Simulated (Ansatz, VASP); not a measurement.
## Two plane-wave programs on SiSn5

```
Si Sn
1.0
     5.80502    0.00000    0.00000
    -2.90251    5.02730    0.00000
     0.00000    0.00000    5.33019
Si Sn
1 5
Direct
  0.00000 0.00000 0.50000
  0.66667 0.00000 0.00000
  0.33333 0.33333 0.00000
  0.00000 0.66667 0.00000
  0.66667 0.33333 0.50000
  0.33333 0.66667 0.50000
```

Alike in both runs: task single point; functional PBE; k mesh 3 × 3 × 4; occupations gaussian, width 0.1 eV; no spin polarisation.

|  | VASP | Ansatz |
| --- | --- | --- |
| version | VASP 6.6.1 | Ansatz 0.2.0 |
| potentials or method | VASP PAW PBE potentials, release 64 (Si, Sn_d), cutoff 520 eV | scalar-relativistic, plane waves, PAW |
| valence electrons in the cell | 74 | 74 |

|  | VASP | Ansatz | Ansatz less VASP |
| --- | --- | --- | --- |
| gap on the k mesh at the Fermi level (eV) | none | none | - |
| pressure (GPa) | -0.2 | -0.1 | +0.06 |
| traceless stress, the component that is largest in VASP (GPa) | 3.27 | 3.27 | 0.000 |
| rms of the force components (eV/Å) | 0.147 | 0.147 | +0.0002 |

Atom by atom the forces differ by 0.000 eV/Å (rms over components). A gap of «none» marks a metal or a gap that the smearing closes. With one functional, cell and mesh, what is left measures potentials, basis and numerics.

The k mesh is coarse, so the values compare programs but aren't converged.
